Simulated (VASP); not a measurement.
## PbSe (Clausthalite): relaxation of cell and atoms with r2SCAN

PbSe (Clausthalite):

```
CELL_PARAMETERS angstrom
0.00000 3.06065 3.06065
3.06065 0.00000 3.06065
3.06065 3.06065 0.00000
ATOMIC_POSITIONS crystal
Pb 0.00000 0.00000 0.00000
Se 0.50000 0.50000 0.50000
```

| Item | Value |
| --- | --- |
| Program | VASP 6.6.1 |
| Task | relaxation of cell and atoms |
| Functional | r2SCAN |
| Potentials or basis | VASP PAW PBE potentials, release 64 (Pb_d, Se) |
| Cutoff | 550 eV |
| k mesh | 6 × 6 × 6 |
| Occupations | gaussian, width 0.01 eV |
| Spin | no spin polarisation |
| Dipole correction | no |
| Further INCAR settings | ALGO = Normal; EDIFF = 1e-07; IBRION = 2; EDIFFG = -0.01; NSW = 80; ISIF = 3 |

- Relaxed volume: 29.46 Å³/atom
- Relaxed cell: a = 4.368 Å, b = 4.368 Å, c = 4.368 Å, α = 60.00°, β = 60.00°, γ = 60.00°
- Space group after relaxing (to 0.05 Å): Fm-3m (No. 225)
- Energy gained by relaxing: 3.6 meV/atom
- Ionic steps: 3
- Pressure after relaxing: 0.0 GPa
- Band gap on the k mesh: 0.67 eV, direct

The path:
```
step  energy change (eV)  largest force (eV/Å)  pressure (GPa)  volume (Å³)
   1              0.0000                0.0000            1.50        57.34
   2             -0.0060                0.0000           -0.57        59.59
   3             -0.0072                0.0000            0.01        58.92
```

Final structure:
```
Pb Se
1.0
     0.00000    3.08845    3.08845
     3.08845    0.00000    3.08845
     3.08845    3.08845    0.00000
Pb Se
1 1
Direct
  0.00000 0.00000 0.00000
  0.50000 0.50000 0.50000
```

Levels at points of the mesh, in eV from the valence-band top:
```csv
k point,band 7,band 8,band 9,band 10,band 11,band 12,band 13,band 14
"(0.00, 0.00, 0.00)",-6.38,-1.88,-1.88,-1.88,5.00,5.00,5.00,7.04
"(0.50, 0.00, 0.00)",-8.89,-1.48,-1.48,0.00,0.67,2.00,2.00,9.07
"(0.50, 0.50, 0.00)",-7.48,-4.90,-3.19,-3.19,4.16,5.91,5.91,6.38
```

Wall time 2.5 min on 1 thread of Intel(R) Xeon(R) Platinum 8559C (Emerald Rapids), with other jobs on the host, peak memory 0.23 GiB.

Caveat: the PAW data sets were made with another functional, which shifts forces and pressure a little; spin-orbit coupling is left out, which moves the levels of the heavy elements. A k mesh can miss the band edges.
